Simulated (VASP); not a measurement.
A run of VASP 6.6.1:

The input INCAR:

```
PREC = Accurate
ENCUT = 520
EDIFF = 1E-6
ISMEAR = -1
SIGMA = 0.01
LREAL = F
LASPH = T
NELM = 100
ALGO = Normal
ISIF = 2
LWAVE = F
LCHARG = F
GGA = PE
NBANDS = 16
```

The input KPOINTS:

```
Automatic mesh
0
Gamma
  9 9 9
```

Contents of POSCAR:

```
AgCl
1.0
    3.4339730000     -0.0343397300     -0.0343397300
   -0.0343397300      3.4339730000     -0.0343397300
   -0.0343397300     -0.0343397300      3.4339730000
Ag Cl
1 1
Direct
    0.0000000000      0.0000000000      0.0000000000
    0.5000000000      0.5000000000      0.5000000000
```

Potentials or basis: VASP PAW PBE potentials, release 64 (Ag, Cl).

Command:

```console
$ cat potpaw_PBE.64/Ag/POTCAR potpaw_PBE.64/Cl/POTCAR > POTCAR
$ mpirun -np 1 vasp_std > vasp.out
```

Hardware: 1 thread of Intel(R) Xeon(R) Platinum 8488C (Sapphire Rapids), on a shared host.

Task: Estimate the wall time of this run.

Result: Wall time 28 s on 1 thread of Intel(R) Xeon(R) Platinum 8488C (Sapphire Rapids) (shared host), peak memory 0.19 GiB. Counts: scf iterations 12, k points 85.
